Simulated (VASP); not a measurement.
# BaTe (I4/mmm) in VASP: single point with HSE06

Aim: the single point of BaTe with HSE06.

Program: VASP 6.6.1. These are calculated values, not measurements. Logs are shortened: lines on timing, memory, paths and dates and some standing lists are left out, and cuts for length are marked.

## Step 1: The cell of the first run

It takes space group I4/mmm (No. 139, tetragonal). Conventional cell: a = 4.996 Å, b = 4.996 Å, c = 6.820 Å, α = 90.00°, β = 90.00°, γ = 90.00°. Within 4.5 Å of Ba (site symmetry 4/mmm) lie 6 Te at 3.41 to 3.53 Å. Within 4.5 Å of Te (site symmetry 4/mmm) lie 6 Ba at 3.41 to 3.53 Å.

## Step 2: Single point, HSE06 (uniaxial x strain -3.5%)

Contents of POSCAR:

```
BaTe
1.0
    0.0000000000      3.5323868345      3.5323868345
    3.4101662500      0.0000000000      3.5323868345
    3.4101662500      3.5323868345      0.0000000000
Ba Te
1 1
Direct
    0.0000000000      0.0000000000      0.0000000000
    0.5000000000      0.5000000000      0.5000000000
```

Contents of INCAR.step1:

```
SYSTEM = BaTe
ALGO = Normal
EDIFF = 1E-5
ENCUT = 520
GGA = PE
ISIF = 2
ISMEAR = 0
LASPH = .True.
LCHARG = .False.
LREAL = .False.
LWAVE = .True.
NBANDS = 15
NELM = 80
PREC = Accurate
SIGMA = 0.01
```

Contents of INCAR.step2:

```
SYSTEM = BaTe
ALGO = Normal
EDIFF = 1E-7
ENCUT = 520
GGA = PE
HFSCREEN = 0.2079
ISIF = 2
ISMEAR = 0
ISTART = 1
LASPH = .True.
LCHARG = .False.
LHFCALC = .True.
LREAL = .False.
LWAVE = .False.
NBANDS = 15
NELM = 80
PREC = Accurate
PRECFOCK = Normal
SIGMA = 0.01
```

Contents of KPOINTS:

```
k-points
0
Gamma
  4 4 4
  0 0 0
```

Potentials or basis: VASP PAW PBE potentials, release 64 (Ba_sv, Te).

The run is started by

```sh
cat potpaw_PBE.64/Ba_sv/POTCAR potpaw_PBE.64/Te/POTCAR > POTCAR
cp INCAR.step1 INCAR
mpirun -np 1 vasp_std > vasp.out
cp INCAR.step2 INCAR
mpirun -np 1 vasp_std > vasp.out
```

OUTCAR:

```text
SYSTEM = BaTe
   EDIFF = 1E-7
   ENCUT = 520
   GGA = PE
   HFSCREEN = 0.2079
   ISIF = 2
   ISMEAR = 0
   ISTART = 1
   LASPH = .True.
   LHFCALC = .True.
   LREAL = .False.
   NELM = 80
   PREC = Accurate
   PRECFOCK = Normal

 ion  position               nearest neighbor table
   1  0.000  0.000  0.000-   2 3.41   2 3.41   2 3.53   2 3.53   2 3.53   2 3.53
   2  0.500  0.500  0.500-   1 3.41   1 3.41   1 3.53   1 3.53   1 3.53   1 3.53

  LATTYP: Found a body centered tetragonal cell.
 ALAT       =     4.9955493689
 C/A-ratio  =     1.3652817731

  Lattice vectors:

 A1 = (  -3.4101662500,   0.0000000000,  -3.5323868345)
 A2 = (  -3.4101662500,   0.0000000000,   3.5323868345)
 A3 = (   3.4101662500,   3.5323868345,   0.0000000000)

Analysis of symmetry for initial positions (statically):
=====================================================================
 Subroutine PRICEL returns:
 Original cell was already a primitive cell.

 Routine SETGRP: Setting up the symmetry group for a
 body centered tetragonal supercell.

 Subroutine GETGRP returns: Found 16 space group operations
 (whereof 16 operations were pure point group operations)
 out of a pool of 16 trial point group operations.

The static configuration has the point symmetry D_4h.

Analysis of symmetry for dynamics (positions and initial velocities):
=====================================================================
 Subroutine PRICEL returns:
 Original cell was already a primitive cell.

 Routine SETGRP: Setting up the symmetry group for a
 body centered tetragonal supercell.

 Subroutine GETGRP returns: Found 16 space group operations
 (whereof 16 operations were pure point group operations)
 out of a pool of 16 trial point group operations.

The dynamic configuration has the point symmetry D_4h.

 Subroutine INISYM returns: Found 16 space group operations
 (whereof 16 operations are pure point group operations),
 and found     1 'primitive' translations

----------------------------------------------------------------------------------------

                                     Primitive cell

  volume of cell :      85.1024

  direct lattice vectors                    reciprocal lattice vectors
     0.000000000  3.532386835  3.532386835    -0.146620418  0.141547351  0.141547351
     3.410166250  0.000000000  3.532386835     0.146620418 -0.141547351  0.141547351
     3.410166250  3.532386835  0.000000000     0.146620418  0.141547351 -0.141547351

  length of vectors
     4.995549369  4.909887025  4.909887025     0.248130716  0.248130716  0.248130716

  position of ions in fractional coordinates (direct lattice)
     0.000000000  0.000000000  0.000000000
     0.500000000  0.500000000  0.500000000

  ion indices of the primitive-cell ions
   primitive index   ion index
                 1           1
                 2           2

----------------------------------------------------------------------------------------

 KPOINTS: k-points

Automatic generation of k-mesh.
 Grid dimensions read from file:
 generate k-points for:    4    4    4

 Generating k-lattice:

  Cartesian coordinates                     Fractional coordinates (reciprocal lattice)
    -0.036655104  0.035386838  0.035386838     0.250000000 -0.000000000 -0.000000000
     0.036655104 -0.035386838  0.035386838     0.000000000  0.250000000  0.000000000
     0.036655104  0.035386838 -0.035386838     0.000000000  0.000000000  0.250000000

  Length of vectors
     0.062032679  0.062032679  0.062032679

  Shift w.r.t. Gamma in fractional coordinates (k-lattice)
     0.000000000  0.000000000  0.000000000

 Subroutine IBZKPT returns following result:
 ===========================================

 Found     13 irreducible k-points:

 Following reciprocal coordinates:
            Coordinates               Weight
  0.000000  0.000000  0.000000      1.000000
  0.250000 -0.000000 -0.000000      8.000000
  0.500000 -0.000000 -0.000000      4.000000
  0.250000  0.250000  0.000000      4.000000
  0.500000  0.250000 -0.000000     16.000000
 -0.250000  0.250000  0.000000      8.000000
  0.500000  0.500000  0.000000      2.000000
  0.000000  0.250000  0.250000      2.000000
  0.500000  0.250000  0.250000      4.000000
 -0.250000  0.250000  0.250000      8.000000
 -0.250000  0.500000  0.250000      4.000000
  0.500000 -0.250000  0.250000      2.000000
  0.000000  0.500000  0.500000      1.000000
   k-points           NKPTS =     13   k-points in BZ     NKDIM =     64   number of bands    NBANDS=     15
   number of dos      NEDOS =    301   number of ions     NIONS =      2
   total plane-waves  NPLWV =  64000
   dimension x,y,z NGX =    40 NGY =   40 NGZ =   40
   dimension x,y,z NGXF=    80 NGYF=   80 NGZF=   80
   ions per type =               1   1
   NGX,Y,Z   is equivalent  to a cutoff of  13.31, 13.54, 13.54 a.u.
   NGXF,Y,Z  is equivalent  to a cutoff of  26.62, 27.09, 27.09 a.u.
 SYSTEM =  BaTe
   PREC   = accura    normal or accurate (medium, high low for compatibility)
   ISTART =      1    job   : 0-new  1-cont  2-samecut
   ICHARG =      0    charge: 1-file 2-atom 10-const
   ISPIN  =      1    spin polarized calculation?
   LNONCOLLINEAR =      F non collinear calculations
   LSORBIT =      F    spin-orbit coupling
   LASPH  =      T    aspherical Exc in radial PAW
   ENCUT  =  520.0 eV  38.22 Ry    6.18 a.u.   9.29  9.13  9.13*2*pi/ulx,y,z
   NELM   =     80;   NELMIN=  2; NELMDL=  0     # of ELM steps
   EDIFF  = 0.1E-06   stopping-criterion for ELM
   LREAL  =      F    real-space projection
   EDIFFG = 0.1E-05   stopping-criterion for IOM
   NSW    =      0    number of steps for IOM
   IBRION =     -1    ionic relax: 0-MD 1-quasi-New 2-CG
   NFREE  =      0    steps in history (QN), initial steepest desc. (CG)
   ISIF   =      2    stress and relaxation
   ISYM   =      3    0-nonsym 1-usesym 2-fastsym
   POTIM  = 0.5000    time-step for ionic-motion
   TEBEG  =    0.0;   TEEND  =   0.0 temperature during run
   PSTRESS=    0.0 pullay stress
   NELECT =      16.0000    total number of electrons
   NUPDOWN=      -1.0000    fix difference up-down
   EMIN   =  10.00;   EMAX   =-10.00  energy-range for DOS
   EFERMI =   0.00;   METHOD = LEGACY
   ISMEAR =     0;   SIGMA  =   0.01  broadening in eV -4-tet -1-fermi 0-gaus
   EFERMI_NEDOS =   21; number of points for ismear=-14 and -15
   IALGO  =     38    algorithm
   IMIX   =      1    mixing-type and parameters
     AMIX     =   0.40;   BMIX     =  1.00
     AMIX_MAG =   1.60;   BMIX_MAG =  1.00
  volume/ion in A,a.u.               =      42.55       287.15
  Fermi-wavevector in a.u.,A,eV,Ry     =   0.937852  1.772283 11.967218  0.879566
  Thomas-Fermi vector in A             =   2.065004
   LORBIT       =      0    0 simple, 1 ext, 2 COOP (PROOUT), +10 PAW based schemes
   GGA     = PE    functional components
   LHFCALC =     T    Hartree Fock is set to
   PRECFOCK=normal    Normal, Fast or Accurate (Low or Medium for compatibility)
   ENCUT4O =  -1.0   cutoff for four orbital integrals eV
   NKREDX  =     1    reduce k-point grid by
   NKREDY  =     1    reduce k-point grid by
   NKREDZ  =     1    reduce k-point grid by
   AEXX    =    0.2500 exact exchange contribution
   HFSCREEN=    0.2079 screening length (either q_TF or 0.3 A-1)
   HFSCREENC=   0.2079 screening length for correlation (either q_TF or 0.3 A-1)
   ENCUTFOCK=  -1.0 apply spherical cutoff to Coloumb kernel
   IVDW    =     0    specifies the selected vdW correction
   LEPSILON=     F    determine dielectric tensor
   LRPA    =     F    only Hartree local field effects (RPA)
 non-spin polarized calculation
 Gauss-broadening in eV      SIGMA  =   0.01
  energy-cutoff  :      520.00
  volume of cell :       85.10
 maximum number of plane-waves:      2312
 NGX is ok and might be reduce to    40
  NGX = 28; NGY = 28; NGZ = 28

 number of electron      16.0000000 magnetization

 Free energy of the ion-electron system (eV)
  ---------------------------------------------------
  ext. energy  EPLUGINS =         0.00000000
  ---------------------------------------------------
  free energy    TOTEN  =        -9.77352021 eV

  energy without entropy =       -9.77352021  energy(sigma->0) =       -9.77352021

 E-fermi :   1.9650     XC(G=0):  -6.9370

 val. band max:        1.8774707585   @ k =   0.0000   0.0000   0.0000
 cond. band min:       4.0256323014   @ k =   0.0000   0.5000   0.5000
 fundamental gap:      2.1481615429
 Fermi energy:         1.9649552594

 k-point     1 :       0.0000    0.0000    0.0000
  band No.  band energies     occupation
      1     -27.0897      2.00000
      2     -11.2018      2.00000
      3     -11.1826      2.00000
      4     -11.1826      2.00000
      5      -8.6034      2.00000
      6       1.7827      2.00000
      7       1.7827      2.00000
      8       1.8775      2.00000
      9       5.4281      0.00000
     10       5.5017      0.00000
     11       5.5017      0.00000
     12       5.7386      0.00000
     13       6.1344      0.00000
     14       6.3710      0.00000
     15       9.6605      0.00000

 k-point     2 :       0.2500   -0.0000   -0.0000
  band No.  band energies     occupation
      1     -27.0818      2.00000
      2     -11.4764      2.00000
      3     -11.1927      2.00000
      4     -11.1919      2.00000
      5      -8.1364      2.00000
      6       0.3604      2.00000
      7       1.0973      2.00000
      8       1.1087      2.00000
      9       5.7293      0.00000
     10       6.3159      0.00000
     11       6.3988      0.00000
     12       7.4024      0.00000
     13       7.7218      0.00000
     14       8.1125      0.00000
     15      11.1216      0.00000

 k-point     3 :       0.5000   -0.0000   -0.0000
  band No.  band energies     occupation
      1     -27.0738      2.00000
      2     -11.7048      2.00000
      3     -11.2010      2.00000
      4     -11.1917      2.00000
      5      -7.7014      2.00000
      6      -0.6213      2.00000
      7       0.5866      2.00000
      8       0.6098      2.00000
      9       6.7367      0.00000
     10       7.5759      0.00000
     11       7.7369      0.00000
     12       7.8192      0.00000
     13       9.5547      0.00000
     14       9.8001      0.00000
     15      10.2868      0.00000

 k-point     4 :       0.2500    0.2500    0.0000
  band No.  band energies     occupation
      1     -27.0796      2.00000
      2     -11.3861      2.00000
      3     -11.2527      2.00000
      4     -11.2222      2.00000
      5      -8.2558      2.00000
      6       0.1988      2.00000
      7       1.4831      2.00000
      8       1.5573      2.00000
      9       4.6139      0.00000
     10       6.3601      0.00000
     11       6.8051      0.00000
     12       7.2322      0.00000
     13       7.4069      0.00000
     14       9.8171      0.00000
     15      11.3160      0.00000
[... 109 lines left out ...]
 k-point    11 :      -0.2500    0.5000    0.2500
  band No.  band energies     occupation
      1     -27.0681      2.00000
      2     -11.3769      2.00000
      3     -11.3570      2.00000
      4     -11.3518      2.00000
      5      -8.1354      2.00000
      6       0.4722      2.00000
      7       0.7359      2.00000
      8       0.8833      2.00000
      9       6.0940      0.00000
     10       6.0975      0.00000
     11       7.6342      0.00000
     12       8.0504      0.00000
     13       8.7299      0.00000
     14      10.8633      0.00000
     15      10.9587      0.00000

 k-point    12 :       0.5000   -0.2500    0.2500
  band No.  band energies     occupation
      1     -27.0694      2.00000
      2     -11.4204      2.00000
      3     -11.3428      2.00000
      4     -11.3428      2.00000
      5      -8.0291      2.00000
      6       0.3300      2.00000
      7       0.7247      2.00000
      8       0.7247      2.00000
      9       6.3465      0.00000
     10       6.3465      0.00000
     11       7.4555      0.00000
     12       7.8240      0.00000
     13       8.6081      0.00000
     14      11.3305      0.00000
     15      11.3306      0.00000

 k-point    13 :       0.0000    0.5000    0.5000
  band No.  band energies     occupation
      1     -27.0668      2.00000
      2     -11.4495      2.00000
      3     -11.2907      2.00000
      4     -11.2907      2.00000
      5      -8.3462      2.00000
      6       0.6567      2.00000
      7       1.3178      2.00000
      8       1.3178      2.00000
      9       4.0256      0.00000
     10       7.2560      0.00000
     11       7.3358      0.00000
     12       8.5325      0.00000
     13       8.6483      0.00000
     14       8.6483      0.00000
     15      10.5708      0.00000

------------------------ aborting loop because EDIFF is reached ----------------------------------------

  FORCE on cell =-STRESS in cart. coord.  units (eV):
  Direction    XX          YY          ZZ          XY          YZ          ZX
  --------------------------------------------------------------------------------------
  -------------------------------------------------------------------------------------
  Total        1.6409987      0.1769336      0.1769336      0.0000000      0.0000000      0.0000000
  in kB       30.8941866      3.3310314      3.3310314      0.0000000      0.0000000      0.0000000
  external PRESSURE =      12.5187498 kB  Pullay stress =       0.0000000 kB

 VOLUME and BASIS-vectors are now :
 -----------------------------------------------------------------------------
  energy-cutoff  :      520.00
  volume of cell :       85.10
      direct lattice vectors                 reciprocal lattice vectors
     0.000000000  3.532386835  3.532386835    -0.146620418  0.141547351  0.141547351
     3.410166250  0.000000000  3.532386835     0.146620418 -0.141547351  0.141547351
     3.410166250  3.532386835  0.000000000     0.146620418  0.141547351 -0.141547351

 POSITION                                       TOTAL-FORCE (eV/Angst)
 -----------------------------------------------------------------------------------
      0.00000      0.00000      0.00000         0.000000      0.000000      0.000000
      3.41017      3.53239      3.53239        -0.000000      0.000000      0.000000
 -----------------------------------------------------------------------------------
    total drift:                                0.000000      0.000000     -0.000000

  FREE ENERGIE OF THE ION-ELECTRON SYSTEM (eV)
  ---------------------------------------------------
  free  energy   TOTEN  =        -9.7735202050 eV

  energy  without entropy=       -9.7735202050  energy(sigma->0) =       -9.77352021
```

Run time: 25 min. Hardware: 1 thread of AMD EPYC 7R43 (Zen 3), shared host; peak memory 0.3 GiB.

What came out:

| Property | Result |
| --- | --- |
| Free energy | -9.7735 eV |
| Pressure | 1.3 GPa |
| Band gap on the k mesh | 2.15 eV (least direct gap 2.58 eV) |

Stress tensor (GPa, compression positive):
```
3.09 0.00 0.00
0.00 0.33 0.00
0.00 0.00 0.33
```

Levels at points of the mesh, in eV from the valence-band top:
| k point | band 6 | band 7 | band 8 | band 9 | band 10 | band 11 |
| --- | --- | --- | --- | --- | --- | --- |
| (0.00, 0.00, 0.00) | -0.09 | -0.09 | 0.00 | 3.55 | 3.62 | 3.62 |
| (0.50, 0.00, 0.00) | -2.50 | -1.29 | -1.27 | 4.86 | 5.70 | 5.86 |
| (0.50, 0.50, 0.00) | -1.38 | -0.49 | -0.43 | 2.16 | 5.19 | 5.60 |
| (0.00, 0.50, 0.50) | -1.22 | -0.56 | -0.56 | 2.15 | 5.38 | 5.46 |

Caveat: the cell differs from its parent crystal (uniaxial x strain -3.5%); the PAW data sets were made with another functional, which shifts forces and pressure a little; spin-orbit coupling is left out, which moves the levels of the heavy elements. A k mesh can miss the band edges.
